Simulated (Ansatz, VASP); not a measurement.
**WS2: VASP beside Ansatz**

```
CELL_PARAMETERS angstrom
3.18352 0.00000 0.00000
-1.59176 2.75701 0.00000
0.00000 0.00000 16.18780
ATOMIC_POSITIONS crystal
W 0.33333 0.66667 0.00000
S 0.66667 0.33333 0.90800
S 0.66667 0.33333 0.09200
```

Change from the starting cell: strain -0.0450 x Voigt [0, 0, 1, 0, 0, 0], atoms carried along.

Alike in both runs: task single point; functional PBEsol; k mesh 6 × 6 × 1; occupations gaussian, width 0.05 eV; no spin polarisation.

|  | VASP | Ansatz |
| --- | --- | --- |
| version | VASP 6.6.1 | Ansatz 0.2.0 |
| potentials or method | VASP PAW PBE potentials, release 64 (W_sv, S), cutoff 500 eV | scalar-relativistic, plane waves, PAW |
| valence electrons in the cell | 26 | 26 |

|  | VASP | Ansatz | Ansatz less VASP |
| --- | --- | --- | --- |
| gap on the k mesh at the Fermi level (eV) | 1.24 | 1.22 | -0.016 |
| least direct gap on the mesh (eV) | 1.60 | 1.60 | -0.005 |
| rms of the force components (eV/Å) | 0.678 | 0.667 | -0.0110 |

VASP's potentials were made for PBE, not for PBEsol. Atom by atom the forces differ by 0.011 eV/Å (rms over components). With one functional, cell and mesh, what is left measures potentials, basis and numerics.

Spin-orbit coupling is off throughout.
